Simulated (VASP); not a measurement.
# Al (Fm-3m) in VASP: further runs

Aim: see how the results for Al move with the level of theory and the settings. Levels: PBE, revPBE. Tasks: relaxation of cell and atoms.

Everything below comes from runs of VASP 6.6.1. Logs are shortened: lines on timing, memory, paths and dates and some standing lists are left out, and cuts for length are marked.

### 1 The cell of the first run

Symmetry: Fm-3m, No. 225, cubic system. Conventional cell: a = 4.050 Å, b = 4.050 Å, c = 4.050 Å, α = 90.00°, β = 90.00°, γ = 90.00°. Al (site symmetry m-3m) has 12 Al at 2.86 Å within 3.8 Å.

### 2 Relaxation of cell and atoms, PBE

Contents of INCAR:

```
ALGO     = Normal         # electronic algorithm
EDIFF    = 1E-6           # SCF threshold, eV
EDIFFG   = -0.005         # ionic threshold
ENCUT    = 600            # plane-wave cutoff, eV
GGA      = PE             # functional
IBRION   = 2              # ionic algorithm
ISIF     = 3              # what is computed and relaxed
ISMEAR   = -1             # smearing method
LASPH    = T              # aspherical terms in the spheres
LCHARG   = F              # write CHGCAR
LREAL    = F              # projectors in reciprocal space
LWAVE    = F              # write WAVECAR
NELM     = 80             # most SCF steps
NSW      = 100            # ionic steps
PREC     = Accurate       # precision mode
SIGMA    = 0.05           # smearing width, eV
```

Contents of KPOINTS:

```
k-points
0
Gamma
  14 14 14
```

Contents of POSCAR:

```
Al
1.0
    0.0000000000      2.0248050000      2.0248050000
    2.0248050000      0.0000000000      2.0248050000
    2.0248050000      2.0248050000      0.0000000000
Al
1
Direct
    0.0000000000      0.0000000000      0.0000000000
```

Potentials or basis: VASP PAW PBE potentials, release 64 (Al).

Started as:

```bash
$ cat potpaw_PBE.64/Al/POTCAR > POTCAR
$ mpirun -np 1 vasp_std > vasp.out
```

OUTCAR:

```text
EDIFF = 1E-6
   EDIFFG = -0.005
   ENCUT = 600
   GGA = PE
   IBRION = 2
   ISIF = 3
   ISMEAR = -1
   LASPH = T
   LREAL = F
   NELM = 80
   NSW = 100
   PREC = Accurate

 ion  position               nearest neighbor table
   1  0.000  0.000  0.000-

  LATTYP: Found a face centered cubic cell.
 ALAT       =     4.0496100000

  Lattice vectors:

 A1 = (   0.0000000000,   2.0248050000,   2.0248050000)
 A2 = (   2.0248050000,   0.0000000000,   2.0248050000)
 A3 = (   2.0248050000,   2.0248050000,   0.0000000000)

Analysis of symmetry for initial positions (statically):
=====================================================================
 Subroutine PRICEL returns:
 Original cell was already a primitive cell.

 Routine SETGRP: Setting up the symmetry group for a
 face centered cubic supercell.

 Subroutine GETGRP returns: Found 48 space group operations
 (whereof 48 operations were pure point group operations)
 out of a pool of 48 trial point group operations.

The static configuration has the point symmetry O_h .

Analysis of symmetry for dynamics (positions and initial velocities):
=====================================================================
 Subroutine PRICEL returns:
 Original cell was already a primitive cell.

 Routine SETGRP: Setting up the symmetry group for a
 face centered cubic supercell.

 Subroutine GETGRP returns: Found 48 space group operations
 (whereof 48 operations were pure point group operations)
 out of a pool of 48 trial point group operations.

The dynamic configuration has the point symmetry O_h .

 Subroutine INISYM returns: Found 48 space group operations
 (whereof 48 operations are pure point group operations),
 and found     1 'primitive' translations

----------------------------------------------------------------------------------------

                                     Primitive cell

  volume of cell :      16.6027

  direct lattice vectors                    reciprocal lattice vectors
     0.000000000  2.024805000  2.024805000    -0.246937359  0.246937359  0.246937359
     2.024805000  0.000000000  2.024805000     0.246937359 -0.246937359  0.246937359
     2.024805000  2.024805000  0.000000000     0.246937359  0.246937359 -0.246937359

  length of vectors
     2.863506692  2.863506692  2.863506692     0.427708053  0.427708053  0.427708053

  position of ions in fractional coordinates (direct lattice)
     0.000000000  0.000000000  0.000000000

  ion indices of the primitive-cell ions
   primitive index   ion index
                 1           1

----------------------------------------------------------------------------------------

 KPOINTS: k-points

Automatic generation of k-mesh.
 Grid dimensions read from file:
 generate k-points for:   14   14   14

 Generating k-lattice:

  Cartesian coordinates                     Fractional coordinates (reciprocal lattice)
    -0.017638383  0.017638383  0.017638383     0.071428571  0.000000000  0.000000000
     0.017638383 -0.017638383  0.017638383     0.000000000  0.071428571  0.000000000
     0.017638383  0.017638383 -0.017638383     0.000000000  0.000000000  0.071428571

  Length of vectors
     0.030550575  0.030550575  0.030550575

  Shift w.r.t. Gamma in fractional coordinates (k-lattice)
     0.000000000  0.000000000  0.000000000

 Subroutine IBZKPT returns following result:
 ===========================================

 Found    104 irreducible k-points:

 Following reciprocal coordinates:
            Coordinates               Weight
  0.000000  0.000000  0.000000      1.000000
  0.071429  0.000000  0.000000      8.000000
  0.142857  0.000000  0.000000      8.000000
  0.214286  0.000000  0.000000      8.000000
  0.285714  0.000000  0.000000      8.000000
  0.357143  0.000000  0.000000      8.000000
[... 16 lines left out ...]
  0.214286  0.142857  0.000000     24.000000
  0.285714  0.142857  0.000000     24.000000
 [... further k-points ...]
   k-points           NKPTS =    104   k-points in BZ     NKDIM =    104   number of bands    NBANDS=      5
   number of dos      NEDOS =    301   number of ions     NIONS =      1
   total plane-waves  NPLWV =  13824
   dimension x,y,z NGX =    24 NGY =   24 NGZ =   24
   dimension x,y,z NGXF=    48 NGYF=   48 NGZF=   48
   ions per type =               1
   NGX,Y,Z   is equivalent  to a cutoff of  13.93, 13.93, 13.93 a.u.
   NGXF,Y,Z  is equivalent  to a cutoff of  27.87, 27.87, 27.87 a.u.
 SYSTEM =  unknown system
   PREC   = accura    normal or accurate (medium, high low for compatibility)
   ISTART =      0    job   : 0-new  1-cont  2-samecut
   ICHARG =      2    charge: 1-file 2-atom 10-const
   ISPIN  =      1    spin polarized calculation?
   LNONCOLLINEAR =      F non collinear calculations
   LSORBIT =      F    spin-orbit coupling
   LASPH  =      T    aspherical Exc in radial PAW
   ENCUT  =  600.0 eV  44.10 Ry    6.64 a.u.   5.72  5.72  5.72*2*pi/ulx,y,z
   NELM   =     80;   NELMIN=  2; NELMDL= -5     # of ELM steps
   EDIFF  = 0.1E-05   stopping-criterion for ELM
   LREAL  =      F    real-space projection
   EDIFFG = -.5E-02   stopping-criterion for IOM
   NSW    =    100    number of steps for IOM
   IBRION =      2    ionic relax: 0-MD 1-quasi-New 2-CG
   NFREE  =      1    steps in history (QN), initial steepest desc. (CG)
   ISIF   =      3    stress and relaxation
   ISYM   =      2    0-nonsym 1-usesym 2-fastsym
   POTIM  = 0.5000    time-step for ionic-motion
   TEBEG  =    0.0;   TEEND  =   0.0 temperature during run
   PSTRESS=    0.0 pullay stress
   NELECT =       3.0000    total number of electrons
   NUPDOWN=      -1.0000    fix difference up-down
   EMIN   =  10.00;   EMAX   =-10.00  energy-range for DOS
   EFERMI =   0.00;   METHOD = LEGACY
   ISMEAR =    -1;   SIGMA  =   0.05  broadening in eV -4-tet -1-fermi 0-gaus
   EFERMI_NEDOS =   21; number of points for ismear=-14 and -15
   IALGO  =     38    algorithm
   IMIX   =      4    mixing-type and parameters
     AMIX     =   0.40;   BMIX     =  1.00
     AMIX_MAG =   1.60;   BMIX_MAG =  1.00
  volume/ion in A,a.u.               =      16.60       112.04
  Fermi-wavevector in a.u.,A,eV,Ry     =   0.925526  1.748991 11.654733  0.856599
  Thomas-Fermi vector in A             =   2.051390
   LORBIT       =      0    0 simple, 1 ext, 2 COOP (PROOUT), +10 PAW based schemes
   GGA     = PE    functional components
   LHFCALC =     F    Hartree Fock is set to
   AEXX    =    0.0000 exact exchange contribution
   IVDW    =     0    specifies the selected vdW correction
   LEPSILON=     F    determine dielectric tensor
   LRPA    =     F    only Hartree local field effects (RPA)
 conjugate gradient relaxation of ions
 non-spin polarized calculation
  energy-cutoff  :      600.00
  volume of cell :       16.60
 maximum number of plane-waves:       568
   NGX = 11   NGY = 11   NGZ = 11

--------------------------------------- Ionic step        1  -------------------------------------------

 number of electron       3.0000000 magnetization

 Free energy of the ion-electron system (eV)
  ---------------------------------------------------
  ext. energy  EPLUGINS =         0.00000000
  ---------------------------------------------------
  free energy    TOTEN  =        -3.73994164 eV

  energy without entropy =       -3.73571969  energy(sigma->0) =       -3.73783066

------------------------ aborting loop because EDIFF is reached ----------------------------------------

  FORCE on cell =-STRESS in cart. coord.  units (eV):
  Direction    XX          YY          ZZ          XY          YZ          ZX
  --------------------------------------------------------------------------------------
  -------------------------------------------------------------------------------------
  Total       -0.0763240     -0.0763240     -0.0763240      0.0000000      0.0000000     -0.0000000
  in kB       -7.3653281     -7.3653281     -7.3653281      0.0000000      0.0000000     -0.0000000
  external PRESSURE =      -7.3653281 kB  Pullay stress =       0.0000000 kB
[... 55 lines left out ...]
  energy  without entropy=       -3.7361947081  energy(sigma->0) =       -3.73825048

--------------------------------------- Ionic step        3  -------------------------------------------

 number of electron       3.0000000 magnetization

 Free energy of the ion-electron system (eV)
  ---------------------------------------------------
  ext. energy  EPLUGINS =         0.00000000
  ---------------------------------------------------
  free energy    TOTEN  =        -3.74031451 eV

  energy without entropy =       -3.73619011  energy(sigma->0) =       -3.73825231

 E-fermi :   8.0058     XC(G=0): -10.2098

 val. band max:        7.9944923928   @ k =  -0.3571   0.4286   0.2143
 cond. band min:       8.0482645298   @ k =   0.5000   0.2857   0.0000
 fundamental gap:      0.0537721370
 Fermi energy:         8.0058374438

 k-point     1 :       0.0000    0.0000    0.0000
  band No.  band energies     occupation
      1      -3.1226      2.00000
      2      20.6741      0.00000
      3      20.6741      0.00000
      4      20.6741      0.00000
      5      22.1916      0.00000

 k-point     2 :       0.0714    0.0000    0.0000
  band No.  band energies     occupation
      1      -2.9836      2.00000
      2      18.5360      0.00000
      3      20.2205      0.00000
      4      20.2205      0.00000
      5      22.8286      0.00000
[... 169 lines left out ...]
 k-point    24 :       0.2857    0.1429    0.0000
  band No.  band energies     occupation
      1      -1.0975      2.00000
      2      12.3269      0.00000
      3      16.4856      0.00000
      4      18.0116      0.00000
      5      18.4495      0.00000

 [... further k-points ...]
[... 5 lines left out ...]
  --------------------------------------------------------------------------------------
  -------------------------------------------------------------------------------------
  Total        0.0011406      0.0011406      0.0011406      0.0000000     -0.0000000      0.0000000
  in kB        0.1111385      0.1111385      0.1111385      0.0000000     -0.0000000      0.0000000
  external PRESSURE =       0.1111385 kB  Pullay stress =       0.0000000 kB
[... 16 lines left out ...]
  FREE ENERGIE OF THE ION-ELECTRON SYSTEM (eV)
  ---------------------------------------------------
  free  energy   TOTEN  =        -3.7403145142 eV

  energy  without entropy=       -3.7361901113  energy(sigma->0) =       -3.73825231

 reached required accuracy - stopping structural energy minimisation
```

Wall time 4.1 s (1 thread of Intel Xeon 6975P-C (Granite Rapids), shared host); peak memory 0.13 GiB.

Results:

```yaml
Free_energy: -3.7403 eV
Relaxed_volume: 16.44 Å³/atom
Relaxed_cell: a = 2.854 Å, b = 2.854 Å, c = 2.854 Å, α = 60.00°, β = 60.00°, γ = 60.00°
Space_group_after_relaxing_to_0.05_Å: Fm-3m (No. 225)
Energy_gained_by_relaxing: 0.4 meV/atom
Ionic_steps: 3
Pressure_after_relaxing: 0.0 GPa
```

Step by step:
```csv
step,energy change (eV),largest force (eV/Å),pressure (GPa),volume (Å³)
1,0.0000,0.0000,-0.74,16.60
2,-0.0004,0.0000,0.11,16.42
3,-0.0004,0.0000,0.01,16.44
```

Final structure:
```yaml
crystal:
  lattice:
    - [0.00000, 2.01828, 2.01828]
    - [2.01828, 0.00000, 2.01828]
    - [2.01828, 2.01828, 0.00000]
  atoms:
    - { symbol: Al, position: [0.00000, 0.00000, 0.00000] }
```

### 3 Relaxation of cell and atoms, revPBE

Contents of INCAR:

```
PREC = Accurate
ENCUT = 600
EDIFF = 1E-7
ISMEAR = -1
SIGMA = 0.025
LREAL = F
LASPH = T
NELM = 80
ALGO = Normal
ISIF = 3
LWAVE = F
LCHARG = F
GGA = RE
IBRION = 2
NSW = 100
EDIFFG = -0.005
```

Contents of KPOINTS:

```
Automatic mesh
0
Gamma
  18 18 18
```

POSCAR is that of step 2.

Potentials or basis: VASP PAW PBE potentials, release 64 (Al).

Started as:

```bash
$ cat potpaw_PBE.64/Al/POTCAR > POTCAR
$ mpirun -np 1 vasp_std > vasp.out
```

Run time: 7.4 s. Hardware: 1 thread of Intel Xeon 6975P-C (Granite Rapids), shared host; peak memory 0.14 GiB.

It converged, with:

| Item | Value |
| --- | --- |
| Free energy | -3.5519 eV |
| Relaxed volume | 16.71 Å³/atom |
| Relaxed cell | a = 2.870 Å, b = 2.870 Å, c = 2.870 Å, α = 60.00°, β = 60.00°, γ = 60.00° |
| Space group after relaxing (to 0.05 Å) | Fm-3m (No. 225) |
| Energy gained by relaxing | 0.2 meV/atom |
| Ionic steps | 3 |
| Pressure after relaxing | 0.0 GPa |

Step by step:
```csv
step,energy change (eV),largest force (eV/Å),pressure (GPa),volume (Å³)
1,0.0000,0.0000,0.47,16.60
2,-0.0002,0.0000,-0.05,16.72
3,-0.0002,0.0000,0.00,16.71
```

Final structure:
```
Al
1.0
     0.00000    2.02909    2.02909
     2.02909    0.00000    2.02909
     2.02909    2.02909    0.00000
Al
1
Direct
  0.00000 0.00000 0.00000
```

Levels at points of the mesh, in eV from the Fermi level:
| k point | band 1 | band 2 | band 3 | band 4 | band 5 |
| --- | --- | --- | --- | --- | --- |
| (0.00, 0.00, 0.00) | -11.04 | 12.54 | 12.54 | 12.54 | 14.04 |
| (0.50, 0.00, 0.00) | -4.55 | -4.34 | 11.35 | 11.35 | 11.39 |
| (0.50, 0.50, 0.00) | -2.90 | -1.58 | 5.23 | 5.57 | 5.57 |

Caveat: the PAW data sets were made with another functional, which shifts forces and pressure a little.
